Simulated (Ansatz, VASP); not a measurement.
Two plane-wave programs on ZnSe

```
Zn Se
1.0
     0.00000    2.81417    2.81417
     2.81417    0.00000    2.81417
     2.81417    2.81417    0.00000
Zn Se
1 1
Direct
  0.00000 0.00000 0.00000
  0.25000 0.25000 0.25000
```

Alike in both runs: functional r2SCAN; k mesh 8 × 8 × 8; occupations fermi-dirac, width 0.02 eV; no spin polarisation.

Ansatz relaxed the structure, and its values are those at the end. VASP's run is a single point on that final structure, the one shown.

|  | VASP | Ansatz |
| --- | --- | --- |
| version | VASP 6.6.1 | Ansatz 0.2.0 |
| potentials or method | VASP PAW PBE potentials, release 64 (Zn, Se), cutoff 520 eV | PAW plane waves |
| valence electrons in the cell | 18 | 28 |

Ansatz gave:

```
gap on the k mesh at the Fermi level (eV) : 1.95
pressure (GPa)                            : 1.4
```

Question: What did VASP give for the same quantities?

Answer: gap on the k mesh at the Fermi level (eV): 1.96; pressure (GPa): 1.5.

VASP's potentials were made for PBE, not for r2SCAN. The functional is the same, so the differences come from potentials, cutoffs and numerics. VASP's potentials hold 18 valence electrons a cell and Ansatz's 28, so a difference there can come from the potentials and not from the codes. Ansatz's warnings: stress scf threshold loose.
